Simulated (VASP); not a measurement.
# SrCl2 (Fm-3m) in VASP: notebook

The runs below take SrCl2 through single point, relaxation of cell and atoms, with PBE, r2SCAN, PBEsol.

Everything below comes from runs of VASP 6.6.1. Logs are shortened: lines on timing, memory, paths and dates and some standing lists are left out, and cuts for length are marked.

## 1. The cell of the first run

The structure is cubic, space group Fm-3m (No. 225). Conventional cell: a = 7.039 Å, b = 7.039 Å, c = 7.039 Å, α = 90.00°, β = 90.00°, γ = 90.00°. Sr (site symmetry m-3m) has 8 Cl at 3.05 Å within 4.0 Å. Within 4.0 Å of Cl (site symmetry -43m) lie 4 Sr at 3.05 Å and 6 Cl at 3.52 Å.

## 2. Single point, PBE

INCAR

```
SYSTEM = SrCl2
ALGO = Normal
EDIFF = 1E-7
ENCUT = 520
GGA = PE
ISIF = 2
ISMEAR = -1
LASPH = .True.
LCHARG = .False.
LREAL = .False.
LWAVE = .False.
NBANDS = 19
NELM = 100
PREC = Accurate
SIGMA = 0.02
```

KPOINTS

```
k-points
0
Gamma
  6 6 6
  0 0 0
```

POSCAR

```
SrCl2
1.0
    0.0000000000      3.5193856312      3.5193856312
    3.5193856312      0.0000000000      3.5193856312
    3.5193856312      3.5193856312      0.0000000000
Sr Cl
1 2
Direct
    0.0000000000      0.0000000000      0.0000000000
    0.7500000000      0.7500000000      0.7500000000
    0.2500000000      0.2500000000      0.2500000000
```

Potentials or basis: VASP PAW PBE potentials, release 64 (Sr_sv, Cl).

The run is started by

```
$ cat potpaw_PBE.64/Sr_sv/POTCAR potpaw_PBE.64/Cl/POTCAR > POTCAR
$ mpirun -np 1 vasp_std > vasp.out
```

OUTCAR:

```text
SYSTEM = SrCl2
   EDIFF = 1E-7
   ENCUT = 520
   GGA = PE
   ISIF = 2
   ISMEAR = -1
   LASPH = .True.
   LREAL = .False.
   NELM = 100
   PREC = Accurate

 ion  position               nearest neighbor table
   1  0.000  0.000  0.000-   2 3.05   2 3.05   2 3.05   3 3.05   3 3.05   3 3.05   3 3.05   2 3.05

   2  0.750  0.750  0.750-   1 3.05   1 3.05   1 3.05   1 3.05
   3  0.250  0.250  0.250-   1 3.05   1 3.05   1 3.05   1 3.05

  LATTYP: Found a face centered cubic cell.
 ALAT       =     7.0387712624

  Lattice vectors:

 A1 = (   0.0000000000,   3.5193856312,   3.5193856312)
 A2 = (   3.5193856312,   0.0000000000,   3.5193856312)
 A3 = (   3.5193856312,   3.5193856312,   0.0000000000)

Analysis of symmetry for initial positions (statically):
=====================================================================
 Subroutine PRICEL returns:
 Original cell was already a primitive cell.

 Routine SETGRP: Setting up the symmetry group for a
 face centered cubic supercell.

 Subroutine GETGRP returns: Found 48 space group operations
 (whereof 48 operations were pure point group operations)
 out of a pool of 48 trial point group operations.

The static configuration has the point symmetry O_h .

Analysis of symmetry for dynamics (positions and initial velocities):
=====================================================================
 Subroutine PRICEL returns:
 Original cell was already a primitive cell.

 Routine SETGRP: Setting up the symmetry group for a
 face centered cubic supercell.

 Subroutine GETGRP returns: Found 48 space group operations
 (whereof 48 operations were pure point group operations)
 out of a pool of 48 trial point group operations.

The dynamic configuration has the point symmetry O_h .

 Subroutine INISYM returns: Found 48 space group operations
 (whereof 48 operations are pure point group operations),
 and found     1 'primitive' translations

----------------------------------------------------------------------------------------

                                     Primitive cell

  volume of cell :      87.1828

  direct lattice vectors                    reciprocal lattice vectors
     0.000000000  3.519385631  3.519385631    -0.142070251  0.142070251  0.142070251
[... 73 lines left out ...]
   ISPIN  =      1    spin polarized calculation?
   LNONCOLLINEAR =      F non collinear calculations
   LSORBIT =      F    spin-orbit coupling
   LASPH  =      T    aspherical Exc in radial PAW
   ENCUT  =  520.0 eV  38.22 Ry    6.18 a.u.   9.25  9.25  9.25*2*pi/ulx,y,z
   NELM   =    100;   NELMIN=  2; NELMDL= -5     # of ELM steps
   EDIFF  = 0.1E-06   stopping-criterion for ELM
   LREAL  =      F    real-space projection
   EDIFFG = 0.1E-05   stopping-criterion for IOM
   NSW    =      0    number of steps for IOM
   IBRION =     -1    ionic relax: 0-MD 1-quasi-New 2-CG
   NFREE  =      0    steps in history (QN), initial steepest desc. (CG)
   ISIF   =      2    stress and relaxation
   ISYM   =      2    0-nonsym 1-usesym 2-fastsym
   POTIM  = 0.5000    time-step for ionic-motion
   TEBEG  =    0.0;   TEEND  =   0.0 temperature during run
   PSTRESS=    0.0 pullay stress
   NELECT =      24.0000    total number of electrons
   NUPDOWN=      -1.0000    fix difference up-down
   EMIN   =  10.00;   EMAX   =-10.00  energy-range for DOS
   EFERMI =   0.00;   METHOD = LEGACY
   ISMEAR =    -1;   SIGMA  =   0.02  broadening in eV -4-tet -1-fermi 0-gaus
   EFERMI_NEDOS =   21; number of points for ismear=-14 and -15
   IALGO  =     38    algorithm
   IMIX   =      4    mixing-type and parameters
     AMIX     =   0.40;   BMIX     =  1.00
     AMIX_MAG =   1.60;   BMIX_MAG =  1.00
  volume/ion in A,a.u.               =      29.06       196.11
  Fermi-wavevector in a.u.,A,eV,Ry     =   1.064964  2.012491 15.431034  1.134149
  Thomas-Fermi vector in A             =   2.200500
   LORBIT       =      0    0 simple, 1 ext, 2 COOP (PROOUT), +10 PAW based schemes
   GGA     = PE    functional components
   LHFCALC =     F    Hartree Fock is set to
   AEXX    =    0.0000 exact exchange contribution
   IVDW    =     0    specifies the selected vdW correction
   LEPSILON=     F    determine dielectric tensor
   LRPA    =     F    only Hartree local field effects (RPA)
 non-spin polarized calculation
  energy-cutoff  :      520.00
  volume of cell :       87.18
 maximum number of plane-waves:      2397
 NGX is ok and might be reduce to    40
   NGX = 19   NGY = 19   NGZ = 19

 number of electron      23.9999999 magnetization

 Free energy of the ion-electron system (eV)
  ---------------------------------------------------
  ext. energy  EPLUGINS =         0.00000000
  ---------------------------------------------------
  free energy    TOTEN  =       -12.79134141 eV

  energy without entropy =      -12.79134141  energy(sigma->0) =      -12.79134141

 E-fermi :   0.3731     XC(G=0):  -8.1691

 val. band max:       -0.0189014859   @ k =   0.5000   0.5000   0.0000
 cond. band min:       5.2168645223   @ k =   0.0000   0.0000   0.0000
 fundamental gap:      5.2357660082
 Fermi energy:         0.3731109734

 k-point     1 :       0.0000    0.0000    0.0000
  band No.  band energies     occupation
      1     -32.9948      2.00000
      2     -14.9751      2.00000
      3     -14.9751      2.00000
      4     -14.9751      2.00000
      5     -13.2432      2.00000
      6     -12.4462      2.00000
[... 329 lines left out ...]
      6     -12.6042      2.00000
[... 11 lines left out ...]
     18       9.3472      0.00000
     19       9.8390      0.00000

------------------------ aborting loop because EDIFF is reached ----------------------------------------

  FORCE on cell =-STRESS in cart. coord.  units (eV):
  Direction    XX          YY          ZZ          XY          YZ          ZX
  --------------------------------------------------------------------------------------
  -------------------------------------------------------------------------------------
  Total        0.0597174      0.0597174      0.0597174      0.0000000      0.0000000      0.0000000
  in kB        1.0974411      1.0974411      1.0974411      0.0000000      0.0000000      0.0000000
  external PRESSURE =       1.0974411 kB  Pullay stress =       0.0000000 kB

 VOLUME and BASIS-vectors are now :
 -----------------------------------------------------------------------------
  energy-cutoff  :      520.00
  volume of cell :       87.18
      direct lattice vectors                 reciprocal lattice vectors
     0.000000000  3.519385631  3.519385631    -0.142070251  0.142070251  0.142070251
     3.519385631  0.000000000  3.519385631     0.142070251 -0.142070251  0.142070251
     3.519385631  3.519385631  0.000000000     0.142070251  0.142070251 -0.142070251

 POSITION                                       TOTAL-FORCE (eV/Angst)
 -----------------------------------------------------------------------------------
      0.00000      0.00000      0.00000         0.000000     -0.000000     -0.000000
      5.27908      5.27908      5.27908         0.000000      0.000000      0.000000
      1.75969      1.75969      1.75969        -0.000000     -0.000000     -0.000000
 -----------------------------------------------------------------------------------
    total drift:                               -0.000000     -0.000000      0.000000

  FREE ENERGIE OF THE ION-ELECTRON SYSTEM (eV)
  ---------------------------------------------------
  free  energy   TOTEN  =       -12.7913414124 eV

  energy  without entropy=      -12.7913414124  energy(sigma->0) =      -12.79134141
```

Wall time 36 s (1 thread of Intel Xeon Platinum 8259CL at 2.50GHz (Skylake/Cascade Lake), shared host); peak memory 0.24 GiB.

What came out:

* Free energy: -12.7913 eV
* Pressure: 0.1 GPa
* Band gap on the k mesh: 5.24 eV, indirect (least direct gap 5.52 eV)

A k mesh can miss the band edges. As with any semilocal functional, this PBE gap is likely too small.

## 3. Single point, r2SCAN

This run uses another cell than the first one, of 28.53 Å³/atom, 0.982 times its volume.

POSCAR

```
SrCl2
1.0
    0.0000000000      3.4976593225      3.4976593225
    3.4976593225      0.0000000000      3.4976593225
    3.4976593225      3.4976593225      0.0000000000
Sr Cl
1 2
Direct
    0.0000000000      0.0000000000      0.0000000000
    0.7500000000      0.7500000000      0.7500000000
    0.2500000000      0.2500000000      0.2500000000
```

INCAR.step1

```
PREC = Accurate ; ENCUT = 520
ISMEAR = -1 ; SIGMA = 0.02
LREAL = False ; LASPH = True
NELM = 60 ; NBANDS = 19
GGA = PE ; ALGO = Normal
EDIFF = 1E-4 ; LWAVE = True
LCHARG = False
```

INCAR.step2

```
PREC = Accurate ; ENCUT = 520
EDIFF = 1E-7 ; ISMEAR = -1
SIGMA = 0.02 ; LREAL = False
LASPH = True ; NELM = 60
ALGO = Normal ; ISIF = 2
LWAVE = False ; LCHARG = False
METAGGA = R2SCAN ; LMIXTAU = True
NBANDS = 19 ; ISTART = 1
```

KPOINTS

```
regular mesh
0
Gamma
  6 6 6
```

Potentials or basis: VASP PAW PBE potentials, release 64 (Sr_sv, Cl).

The run is started by

```
$ cat potpaw_PBE.64/Sr_sv/POTCAR potpaw_PBE.64/Cl/POTCAR > POTCAR
$ cp INCAR.step1 INCAR
$ mpirun -np 1 vasp_std > vasp.out
$ cp INCAR.step2 INCAR
$ mpirun -np 1 vasp_std > vasp.out
```

It took 2.5 min on 1 thread of Intel Xeon Platinum 8259CL at 2.50GHz (Skylake/Cascade Lake), shared host; peak memory 0.26 GiB.

The run converged. Its results:

* Free energy: -35.6970 eV
* Pressure: 0.0 GPa
* Band gap on the k mesh: 5.94 eV, indirect (least direct gap 5.99 eV)

Levels at points of the mesh, in eV from the valence-band top:
```tsv
k point	band 10	band 11	band 12	band 13	band 14	band 15
(0.00, 0.00, 0.00)	-0.35	-0.35	-0.35	5.94	6.69	6.69
(0.50, 0.00, 0.00)	-1.33	-1.06	-1.06	7.29	7.29	8.22
(0.50, 0.50, 0.00)	-0.39	-0.39	0.00	5.99	7.77	8.20
```

Caveat: the PAW data sets were made with another functional, which shifts forces and pressure a little. r2SCAN opens gaps a little over a GGA but as a rule still falls short of measured ones.

## 4. Single point, r2SCAN

This run uses another cell than the first one, of 28.53 Å³/atom, 0.982 times its volume.

POSCAR is that of step 3.

INCAR.step1

```
SYSTEM = SrCl2
PREC     = Accurate       ! precision mode
ENCUT    = 520            ! plane-wave cutoff, eV
ISMEAR   = 0              ! smearing method
SIGMA    = 0.01           ! smearing width, eV
LREAL    = .False.        ! projectors in reciprocal space
LASPH    = .True.         ! aspherical terms in the spheres
NELM     = 60             ! most SCF steps
NBANDS   = 19             ! bands
GGA      = PE             ! functional
ALGO     = Normal         ! electronic algorithm
EDIFF    = 1E-4           ! SCF threshold, eV
LWAVE    = .True.         ! write WAVECAR
LCHARG   = .False.        ! write CHGCAR
```

INCAR.step2

```
SYSTEM = SrCl2
PREC     = Accurate       ! precision mode
ENCUT    = 520            ! plane-wave cutoff, eV
EDIFF    = 1E-6           ! SCF threshold, eV
ISMEAR   = 0              ! smearing method
SIGMA    = 0.01           ! smearing width, eV
LREAL    = .False.        ! projectors in reciprocal space
LASPH    = .True.         ! aspherical terms in the spheres
NELM     = 60             ! most SCF steps
ALGO     = Normal         ! electronic algorithm
ISIF     = 2              ! what is computed and relaxed
LWAVE    = .False.        ! write WAVECAR
LCHARG   = .True.         ! write CHGCAR
METAGGA  = R2SCAN         ! meta-GGA
LMIXTAU  = .True.       
LELF     = .True.         ! ELF
LVHAR    = .True.       
NBANDS   = 19             ! bands
ISTART   = 1
```

KPOINTS

```
Automatic mesh
0
Gamma
  6 6 6
  0 0 0
```

The run is started by

```
$ cat potpaw_PBE.64/Sr_sv/POTCAR potpaw_PBE.64/Cl/POTCAR > POTCAR
$ cp INCAR.step1 INCAR
$ mpirun -np 1 vasp_std > vasp.out
$ cp INCAR.step2 INCAR
$ mpirun -np 1 vasp_std > vasp.out
```

Run time: 2 min. Hardware: 1 thread of Intel Xeon Platinum 8259CL at 2.50GHz (Skylake/Cascade Lake), shared host; peak memory 0.26 GiB.

Results (log left out):

| Quantity | Value |
| --- | --- |
| Free energy | -35.6970 eV |
| Pressure | 0.0 GPa |
| Band gap on the k mesh | 5.94 eV, indirect (least direct gap 5.99 eV) |

Levels at points of the mesh, in eV from the valence-band top:
| k point | band 10 | band 11 | band 12 | band 13 | band 14 | band 15 |
| --- | --- | --- | --- | --- | --- | --- |
| (0.00, 0.00, 0.00) | -0.35 | -0.35 | -0.35 | 5.94 | 6.69 | 6.69 |
| (0.50, 0.00, 0.00) | -1.33 | -1.06 | -1.06 | 7.29 | 7.29 | 8.22 |
| (0.50, 0.50, 0.00) | -0.39 | -0.39 | 0.00 | 5.99 | 7.77 | 8.20 |

Caveat: the PAW data sets were made with another functional, which shifts forces and pressure a little.

## 5. Relaxation of cell and atoms, PBE

This run uses another cell than the first one, of 28.58 Å³/atom, 0.983 times its volume.

INCAR

```
SYSTEM = SrCl2
  ALGO = Normal
  EDIFF = 1E-6
  EDIFFG = -0.005
  ENCUT = 600
  GGA = PE
  IBRION = 2
  ISIF = 3
  ISMEAR = -1
  LASPH = .TRUE.
  LCHARG = .FALSE.
  LREAL = .FALSE.
  LWAVE = .FALSE.
  NELM = 80
  NSW = 80
  PREC = Accurate
  SIGMA = 0.02
```

KPOINTS

```
k-points
0
G
  6 6 6
  0 0 0
```

POSCAR

```
SrCl2
1.0
    0.0000000000      3.4997473228      3.4997473228
    3.4997473228      0.0000000000      3.4997473228
    3.4997473228      3.4997473228      0.0000000000
Sr Cl
1 2
Direct
    0.0000000000      0.0000000000      0.0000000000
    0.7500000000      0.7500000000      0.7500000000
    0.2500000000      0.2500000000      0.2500000000
```

The run is started by

```
$ cat potpaw_PBE.64/Sr_sv/POTCAR potpaw_PBE.64/Cl/POTCAR > POTCAR
$ mpirun -np 1 vasp_std > vasp.out
```

Wall time 66 s (1 thread of Intel Xeon Platinum 8259CL at 2.50GHz (Skylake/Cascade Lake), shared host); peak memory 0.24 GiB.

The run converged. Its results:

* Free energy: -12.7917 eV
* Relaxed volume: 29.18 Å³/atom
* Relaxed cell: a = 4.984 Å, b = 4.984 Å, c = 4.984 Å, α = 60.00°, β = 60.00°, γ = 60.00°
* Space group after relaxing (to 0.05 Å): Fm-3m (No. 225)
* Energy gained by relaxing: 1.4 meV/atom
* Ionic steps: 3
* Pressure after relaxing: 0.0 GPa
* Band gap on the k mesh: 5.22 eV, indirect (least direct gap 5.52 eV)

The path:
```tsv
step	energy change (eV)	largest force (eV/Å)	pressure (GPa)	volume (Å³)
1	0.0000	0.0000	0.74	85.73
2	-0.0041	0.0000	0.07	87.38
3	-0.0042	0.0000	0.00	87.55
```

Final structure:
```
CELL_PARAMETERS angstrom
0.00000 3.52438 3.52438
3.52438 0.00000 3.52438
3.52438 3.52438 0.00000
ATOMIC_POSITIONS crystal
Sr 0.00000 0.00000 0.00000
Cl 0.75000 0.75000 0.75000
Cl 0.25000 0.25000 0.25000
```

Levels at points of the mesh, in eV from the valence-band top:
| k point | band 8 | band 9 | band 10 | band 11 | band 12 | band 13 | band 14 | band 15 | band 16 |
| --- | --- | --- | --- | --- | --- | --- | --- | --- | --- |
| (0.00, 0.00, 0.00) | -2.02 | -2.02 | -0.33 | -0.33 | -0.33 | 5.22 | 6.10 | 6.10 | 8.98 |
| (0.50, 0.00, 0.00) | -1.48 | -1.44 | -1.26 | -1.01 | -1.01 | 6.68 | 6.68 | 7.40 | 7.82 |
| (0.50, 0.50, 0.00) | -1.81 | -1.81 | -0.38 | -0.38 | 0.00 | 5.52 | 6.95 | 7.52 | 7.91 |

A k mesh can miss the band edges. Expect the measured gap to be larger: semilocal functionals such as PBE lack the derivative discontinuity.

## 6. Relaxation of cell and atoms, PBEsol

INCAR

```
PREC     = Accurate       # precision mode
ENCUT    = 600            # plane-wave cutoff, eV
EDIFF    = 1E-7           # SCF threshold, eV
ISMEAR   = -1             # smearing method
SIGMA    = 0.02           # smearing width, eV
LREAL    = False          # projectors in reciprocal space
LASPH    = True           # aspherical terms in the spheres
NELM     = 100            # most SCF steps
ALGO     = Normal         # electronic algorithm
ISIF     = 3              # what is computed and relaxed
LWAVE    = False          # write WAVECAR
LCHARG   = False          # write CHGCAR
GGA      = PS             # functional
IBRION   = 2              # ionic algorithm
NSW      = 80             # ionic steps
EDIFFG   = -0.005         # ionic threshold
```

KPOINTS

```
Automatic mesh
0
Gamma
  6 6 6
```

POSCAR

```
SrCl2
1.0
    0.0000000000      3.5193856312      3.5193856312
    3.5193856312      0.0000000000      3.5193856312
    3.5193856312      3.5193856312      0.0000000000
Sr Cl
1 2
Direct
    0.0000000000      0.0000000000      0.0000000000
    0.7500000000      0.7500000000      0.7500000000
    0.2500000000      0.2500000000      0.2500000000
```

Potentials or basis: VASP PAW PBE potentials, release 64 (Sr_sv, Cl).

The run is started by

```
$ cat potpaw_PBE.64/Sr_sv/POTCAR potpaw_PBE.64/Cl/POTCAR > POTCAR
$ mpirun -np 1 vasp_std > vasp.out
```

It took 88 s on 1 thread of Intel Xeon Platinum 8259CL at 2.50GHz (Skylake/Cascade Lake), shared host; peak memory 0.24 GiB.

It converged, with:

- Free energy: -13.3432 eV
- Relaxed volume: 27.60 Å³/atom
- Relaxed cell: a = 4.892 Å, b = 4.892 Å, c = 4.892 Å, α = 60.00°, β = 60.00°, γ = 60.00°
- Space group after relaxing (to 0.05 Å): Fm-3m (No. 225)
- Energy gained by relaxing: 8.4 meV/atom
- Ionic steps: 3
- Pressure after relaxing: 0.0 GPa
- Band gap on the k mesh: 5.23 eV, indirect (least direct gap 5.34 eV)

The path:
```tsv
step	energy change (eV)	largest force (eV/Å)	pressure (GPa)	volume (Å³)
1	0.0000	0.0000	-1.75	87.18
2	-0.0248	0.0000	-0.20	83.24
3	-0.0251	0.0000	0.00	82.80
```

Final structure:
```xyz
3
Lattice="0.0000 3.4594 3.4594 3.4594 0.0000 3.4594 3.4594 3.4594 0.0000" Properties=species:S:1:pos:R:3 pbc="T T T"
Sr    0.0000    0.0000    0.0000
Cl    5.1891    5.1891    5.1891
Cl    1.7297    1.7297    1.7297
```

Levels at points of the mesh, in eV from the valence-band top:
| k point | band 9 | band 10 | band 11 | band 12 | band 13 | band 14 | band 15 | band 16 |
| --- | --- | --- | --- | --- | --- | --- | --- | --- |
| (0.00, 0.00, 0.00) | -2.26 | -0.35 | -0.35 | -0.35 | 5.23 | 5.96 | 5.96 | 8.92 |
| (0.50, 0.00, 0.00) | -1.59 | -1.40 | -1.10 | -1.10 | 6.62 | 6.62 | 7.50 | 7.74 |
| (0.50, 0.50, 0.00) | -1.97 | -0.43 | -0.43 | 0.00 | 5.34 | 6.99 | 7.57 | 8.01 |

Caveat: the PAW data sets were made with another functional, which shifts forces and pressure a little.

## 7. Overview

| task | level | cell | cutoff (eV) | smearing | gap on the mesh (eV) | pressure (GPa) | relaxed volume (Å³/atom) |
| --- | --- | --- | --- | --- | --- | --- | --- |
| single point | PBE | a = 4.977 Å, angles 60.0°, 3 atoms | 520 | fermi-dirac 0.02 eV | 5.24 | 0.1 | - |
| single point | r2SCAN | a = 4.946 Å, angles 60.0°, 3 atoms | 520 | fermi-dirac 0.02 eV | 5.94 | 0.0 | - |
| single point | r2SCAN | a = 4.946 Å, angles 60.0°, 3 atoms | 520 | gaussian 0.01 eV | 5.94 | 0.0 | - |
| relaxation of cell and atoms | PBE | relaxed from a = 4.949 Å, angles 60.0°, 3 atoms | 600 | fermi-dirac 0.02 eV | 5.22 | 0.0 | 29.18 |
| relaxation of cell and atoms | PBEsol | relaxed from a = 4.977 Å, angles 60.0°, 3 atoms | 600 | fermi-dirac 0.02 eV | 5.23 | 0.0 | 27.60 |

Alike in all rows: potentials or basis VASP PAW PBE potentials, release 64 (Sr_sv, Cl); no spin polarisation; k mesh 6 × 6 × 6.

Caveats: the PAW data sets were made with another functional, which shifts forces and pressure a little (some runs).

Absolute energies hang on the potentials; compare differences alone.
